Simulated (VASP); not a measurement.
Write the native input for VASP 6.6.1 that does the following.

```yaml
Task: single point
Functional: PBE
Potentials_or_basis: VASP PAW PBE potentials, release 64 (Al, Ru_pv)
Cutoff: 520 eV
k_mesh: 16 × 16 × 16
Occupations: fermi-dirac, width 0.05 eV
Spin: no spin polarisation
Dipole_correction: no
Further_INCAR_settings: ALGO = Normal; EDIFF = 1e-06; NBANDS = 16
```

The structure of AlRu lies in POSCAR:

```
AlRu
1.0
    2.9916000000      0.0000000000      0.0000000000
    0.0000000000      2.9916000000      0.0000000000
    0.0000000000      0.0000000000      3.0215160000
Al Ru
1 1
Direct
    0.0000000000      0.0000000000      0.0000000000
    0.5000000000      0.5000000000      0.5000000000
```

This cell differs from its parent crystal: z stretched by +1 %, then relaxed in part.

One way to write it, as run:

INCAR

```
PREC = Accurate
ENCUT = 520
EDIFF = 1E-6
ISMEAR = -1
SIGMA = 0.05
LREAL = False
LASPH = True
NELM = 100
ALGO = Normal
ISIF = 2
LWAVE = False
LCHARG = False
GGA = PE
NBANDS = 16
```

KPOINTS

```
regular mesh
0
Gamma
  16 16 16
```

Potentials or basis: VASP PAW PBE potentials, release 64 (Al, Ru_pv).

Command:

```bash
$ cat potpaw_PBE.64/Al/POTCAR potpaw_PBE.64/Ru_pv/POTCAR > POTCAR
$ mpirun -np 1 vasp_std > vasp.out
```

It gave:

```json
{
  "Pressure": "0.5 GPa"
}
```

Caveat: the cell differs from its parent crystal (z stretched by +1 %, then relaxed in part).

It took 48 s on 1 thread of Intel Xeon 6975P-C, on a shared host, peak memory 0.28 GiB.
